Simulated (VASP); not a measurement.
Here is a VASP 6.6.1 calculation.

INCAR

```
ALGO     = Normal         # electronic algorithm
EDIFF    = 1E-6           # SCF threshold, eV
ENCUT    = 520            # plane-wave cutoff, eV
GGA      = PE             # functional
ISIF     = 2              # what is computed and relaxed
ISMEAR   = 0              # smearing method
LASPH    = T              # aspherical terms in the spheres
LCHARG   = T              # write CHGCAR
LELF     = T              # ELF
LREAL    = F              # projectors in reciprocal space
LVHAR    = T            
LWAVE    = F              # write WAVECAR
NBANDS   = 27             # bands
NELM     = 60             # most SCF steps
PREC     = Accurate       # precision mode
SIGMA    = 0.1            # smearing width, eV
```

Contents of KPOINTS:

```
k-points
0
Gamma
  12 12 4
```

POSCAR

```
BiSbTe2S
1.0
    4.6391731066      0.0000000000      0.0000000000
   -2.3195865533      4.0176417628      0.0000000000
    0.0000000000      0.0000000000     11.4890853224
Sb Bi Te S
1 1 2 1
Direct
    0.3333333333      0.6666666667      0.0000000000
    0.3333333333      0.6666666667      0.5000000000
    0.3333333333      0.6666666667      0.2583687300
    0.3333333333      0.6666666667      0.7416312700
    0.6666666667      0.3333333333      0.0000000000
```

Potentials or basis: VASP PAW PBE potentials, release 64 (Sb, Bi_d, Te, S).

Run with:

```console
$ cat potpaw_PBE.64/Sb/POTCAR potpaw_PBE.64/Bi_d/POTCAR potpaw_PBE.64/Te/POTCAR potpaw_PBE.64/S/POTCAR > POTCAR
$ mpirun -np 1 vasp_std > vasp.out
```

**Question.** What does it give for the largest force?

**Answer.** 0.003 eV/Å.

**Question.** What does it give for the pressure?

**Answer.** -0.1 GPa.

**Question.** Estimate the band gap on the k mesh.

**Answer.** Zero (bands 19 and 20 overlap by 0.21 eV).

Forces on the atoms (eV/Å):
```
Sb   0.000  0.000  0.000
Bi   0.000  0.000  0.000
Te   0.000  0.000  0.003
Te   0.000  0.000 -0.003
S    0.000  0.000  0.000
```

Caveat: spin-orbit coupling is left out, which moves the levels of the heavy elements.
